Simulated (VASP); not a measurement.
Pd:

```
Pd
1.0
     0.00000    1.94650    1.94650
     1.94650    0.00000    1.94650
     1.94650    1.94650    0.00000
Pd
1
Direct
  0.00000 0.00000 0.00000
```

- Program: VASP 6.6.1
- Task: relaxation of cell and atoms
- Functional: revPBE
- Dispersion: D3(BJ)
- Potentials or basis: VASP PAW PBE potentials, release 64 (Pd)
- Cutoff: 500 eV
- k mesh: 9 × 9 × 9
- Occupations: methfessel-paxton, width 0.1 eV
- Spin: no spin polarisation

At the start: pressure -4.9 GPa; volume 14.75 Å³/atom.

**Question.** Where does the relaxation end?

**Answer.** Over 3 steps the energy falls by 5.9 meV/atom and the volume is 14.38 Å³/atom (-2.5 %); space group Fm-3m (No. 225, to 0.05 Å).

Step by step:
```
step  energy change (eV)  largest force (eV/Å)  pressure (GPa)  volume (Å³)
   1              0.0000                0.0000           -4.87        14.75
   2              0.0096                0.0000            9.17        13.81
   3             -0.0059                0.0000           -0.04        14.38
```

Final structure:
```cif
data_structure
_symmetry_space_group_name_H-M 'P 1'
_symmetry_Int_Tables_number 1
_cell_length_a 2.7296
_cell_length_b 2.7296
_cell_length_c 2.7296
_cell_angle_alpha 60.000
_cell_angle_beta 60.000
_cell_angle_gamma 60.000
_cell_volume 14.38
loop_
_atom_site_label
_atom_site_type_symbol
_atom_site_fract_x
_atom_site_fract_y
_atom_site_fract_z
_atom_site_occupancy
Pd1 Pd 0.00000 0.00000 0.00000 1
```

Caveat: the PAW data sets were made with another functional, which shifts forces and pressure a little; pairwise dispersion overbinds metals, which lowers pressure and volume.
